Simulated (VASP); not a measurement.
The system is Ag.

```
Ag
1.0
     0.00000    2.04500    2.04500
     2.04500    0.00000    2.04500
     2.04500    2.04500    0.00000
Ag
1
Direct
  0.00000 0.00000 0.00000
```

```yaml
Program: VASP 6.6.1
Task: relaxation of cell and atoms
Functional: PBEsol
Potentials_or_basis: VASP PAW PBE potentials, release 64 (Ag)
Cutoff: 600 eV
k_mesh: 23 × 23 × 23
Occupations: methfessel-paxton, width 0.1 eV
Spin: no spin polarisation
```

At the start: pressure -3.1 GPa; volume 17.10 Å³/atom.

Question: How do energy, volume and symmetry change on relaxing?

Answer: Over 3 steps the energy falls by 4.9 meV/atom and the volume is 16.62 Å³/atom (-2.8 %); space group Fm-3m (No. 225, to 0.1 Å) before and after.

Step by step:
```csv
step,energy change (eV),largest force (eV/Å),pressure (GPa),volume (Å³)
1,0.0000,0.0000,-3.13,17.10
2,-0.0023,0.0000,2.55,16.29
3,-0.0049,0.0000,0.00,16.62
```

Final structure:
```
Ag
1.0
     0.00000    2.02562    2.02562
     2.02562    0.00000    2.02562
     2.02562    2.02562    0.00000
Ag
1
Direct
  0.00000 0.00000 0.00000
```

Caveat: the PAW data sets were made with another functional, which shifts forces and pressure a little.
